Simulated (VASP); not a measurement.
# Mg: single point with PBEsol

The system is Mg.

```xyz
1
Lattice="2.4565 0.0000 0.0000 0.0000 2.4565 0.0000 0.0000 0.0000 2.4565" Properties=species:S:1:pos:R:3 pbc="T T T"
Mg    0.0000    0.0000    0.0000
```

This cell differs from its parent crystal: volume scaled by 0.55.

```
Program             : VASP 6.6.1
Task                : single point
Functional          : PBEsol
Potentials or basis : VASP PAW PBE potentials, release 64 (Mg)
Cutoff              : 520 eV
k mesh              : 13 × 13 × 13
Occupations         : fermi-dirac, width 0.1 eV
Spin                : no spin polarisation
```

* Pressure: 44.3 GPa
* Band gap on the k mesh: zero (band 1 reaches 10.56 eV, above the bottom of band 2 at 3.46 eV)

Levels at points of the mesh, in eV from the Fermi level:
```csv
k point,band 1,band 2,band 3,band 4,band 5,band 6
"(0.00, 0.00, 0.00)",-9.16,10.27,10.27,14.67,14.67,14.67
```

It took 4.1 s on 1 thread of Intel(R) Xeon(R) Platinum 8488C (Sapphire Rapids), on a shared host, peak memory 0.12 GiB.

Caveat: the PAW data sets were made with another functional, which shifts forces and pressure a little.
